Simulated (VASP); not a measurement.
A run of VASP 6.6.1:

The input INCAR:

```
  PREC = Accurate
  ENCUT = 520
  EDIFF = 1E-6
  ISMEAR = 0
  SIGMA = 0.1
  LREAL = F
  LASPH = T
  NELM = 80
  ALGO = Fast
  ISIF = 2
  LWAVE = F
  LCHARG = F
  GGA = PE
  NBANDS = 43
```

KPOINTS

```
Automatic mesh
0
Gamma
  12 12 8
```

File POSCAR:

```
ZrRe3
1.0
    5.6459874501      0.0000000000      0.0000000000
   -2.8229937251      4.8895685612      0.0000000000
    0.0000000000      0.0000000000      4.7992124277
Zr Re
2 6
Direct
    0.3333333333      0.6666666667      0.2500000000
    0.6666666667      0.3333333333      0.7500000000
    0.8373550417      0.6747100834      0.2500000000
    0.1626449583      0.8373550417      0.7500000000
    0.3252899166      0.1626449583      0.2500000000
    0.1626449583      0.3252899166      0.7500000000
    0.8373550417      0.1626449583      0.2500000000
    0.6747100834      0.8373550417      0.7500000000
```

Potentials or basis: VASP PAW PBE potentials, release 64 (Zr_sv, Re).

The run is started by

```console
$ cat potpaw_PBE.64/Zr_sv/POTCAR potpaw_PBE.64/Re/POTCAR > POTCAR
$ mpirun -np 1 vasp_std > vasp.out
```

Hardware: 1 thread of AMD EPYC 9R45 96-Core Processor (Zen 5) (shared host).

Task: How long does it take, and how much memory?

Result: It took 37 min on 1 thread of AMD EPYC 9R45 96-Core Processor (Zen 5), on a shared host, peak memory 0.53 GiB. Counts: scf iterations 74, k points 95.
